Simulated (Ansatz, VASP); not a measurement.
## One calculation of Sb, two programs

File POSCAR:

```
Sb
1.0
    2.1706020527      1.2531976795      3.8710910875
   -2.1706020527      1.2531976795      3.8710910875
    0.0000000000     -2.5063953589      3.8710910875
Sb
2
Direct
    0.2313018333      0.2313018333      0.2313018333
    0.7686981667      0.7686981667      0.7686981667
```

File INCAR.step1:

```
ALGO = Normal
EDIFF = 1E-4
ENCUT = 520
GGA = PE
ISMEAR = 1
LASPH = T
LCHARG = F
LREAL = F
LWAVE = T
NBANDS = 12
NELM = 80
PREC = Accurate
SIGMA = 0.03
```

Contents of INCAR.step2:

```
ALGO = Normal
EDIFF = 1E-7
ENCUT = 520
ISIF = 2
ISMEAR = 1
ISTART = 1
LASPH = T
LCHARG = F
LMIXTAU = T
LREAL = F
LWAVE = F
METAGGA = R2SCAN
NBANDS = 12
NELM = 80
PREC = Accurate
SIGMA = 0.03
```

KPOINTS

```
k-points
0
Gamma
  9 9 9
```

Input for Ansatz:

```yaml
crystal:
  lattice:
    - [2.1706020527, 1.2531976795, 3.8710910875]
    - [-2.1706020527, 1.2531976795, 3.8710910875]
    - [0.0, -2.5063953589, 3.8710910875]
  atoms:
    - { symbol: Sb, position: [0.2313018333, 0.2313018333, 0.2313018333] }
    - { symbol: Sb, position: [0.7686981667, 0.7686981667, 0.7686981667] }
hamiltonian:
  xc: r2scan
  pseudopotentials:
    kind: paw
    azcp:
      Sb: "pseudopotentials/Sb.paw.azcp"
basis:
  ecutwfc: 500
  fft_grid_basis: typed
kpoints:
  mp_grid: { grid: [9, 9, 9], shift: [0, 0, 0] }
magnetization:
  spin_polarized: false
scf:
  occupations: { method: methfessel_paxton, width: 0.03 }
  lower_state_search: "off"
output:
  stress: true
```

Alike in both runs: task single point; functional r2SCAN; k mesh 9 × 9 × 9; occupations methfessel-paxton of order 1, width 0.03 eV; no spin polarisation.

|  | VASP | Ansatz |
| --- | --- | --- |
| version | VASP 6.6.1 | Ansatz 0.2.0 |
| potentials or method | VASP PAW PBE potentials, release 64 (Sb), cutoff 520 eV | plane waves (500 eV) with PAW, scalar-relativistic |
| valence electrons in the cell | 10 | 30 |

```csv
,VASP,Ansatz,Ansatz less VASP
pressure (GPa),0.1,0.0,-0.11
"traceless stress, the component that is largest in VASP (GPa)",-0.10,-0.06,+0.042
```

VASP's potentials were made for PBE, not for r2SCAN. VASP's potentials hold 10 valence electrons a cell and Ansatz's 30, so a difference there can come from the potentials and not from the codes.

Spin-orbit coupling is off throughout.
